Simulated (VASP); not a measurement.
Runs of VASP 6.6.1 on Pd. The structure is that of space group P6_3/mmc (No. 194), or close to it. The cells are those of the table. This isn't the form of Pd at room conditions, which is fcc.

| cell | k mesh | gap on the mesh (eV) | pressure (GPa) | moment (μB) |
| --- | --- | --- | --- | --- |
| a = 2.717, b = 2.717, c = 4.573 Å, angles 90.0, 90.0, 120.0°, 2 atoms | 13 × 13 × 7 | none | (b) | 0.00 |
| a = 2.822, b = 2.822, c = 4.749 Å, angles 90.0, 90.0, 120.0°, 2 atoms | 15 × 15 × 8 | none | -16.6 | (a) |
| a = 2.680, b = 2.680, c = 4.511 Å, angles 90.0, 90.0, 120.0°, 2 atoms | 15 × 15 × 8 | none | 8.9 | 0.00 |
| a = 2.753, b = 2.753, c = 4.633 Å, angles 90.0, 90.0, 120.0°, 2 atoms | 15 × 15 × 8 | none | -7.1 | 0.52 |
| a = 2.788, b = 2.788, c = 4.692 Å, angles 90.0, 90.0, 120.0°, 2 atoms | 15 × 15 × 8 | none | -12.5 | 0.63 |
| a = 2.604, b = 2.604, c = 4.382 Å, angles 90.0, 90.0, 120.0°, 2 atoms | 15 × 15 × 8 | none | 35.9 | 0.00 |
| a = 2.643, b = 2.643, c = 4.448 Å, angles 90.0, 90.0, 120.0°, 2 atoms | 15 × 15 × 8 | none | (c) | 0.00 |
| a = 2.717, b = 2.717, c = 4.573 Å, angles 90.0, 90.0, 120.0°, 2 atoms | 15 × 15 × 8 | none | -0.2 | 0.31 |

Alike in all rows: task single point; level PBEsol; potentials or basis VASP PAW PBE potentials, release 64 (Pd); spin collinear; cutoff (eV) 520; smearing fermi-dirac 0.05 eV.

Problem. Fill in the values left out.

Solution. (a) 0.70; (b) -0.3; (c) 20.7.

Caveats: the PAW data sets were made with another functional, which shifts forces and pressure a little; the cell stands under tension (at least some runs); the cell stands under pressure (at least some runs).

A k mesh can miss the band edges, and the runs leave out spin-orbit coupling on Pd.

A gap of «none» marks levels without a gap at the run's occupations.
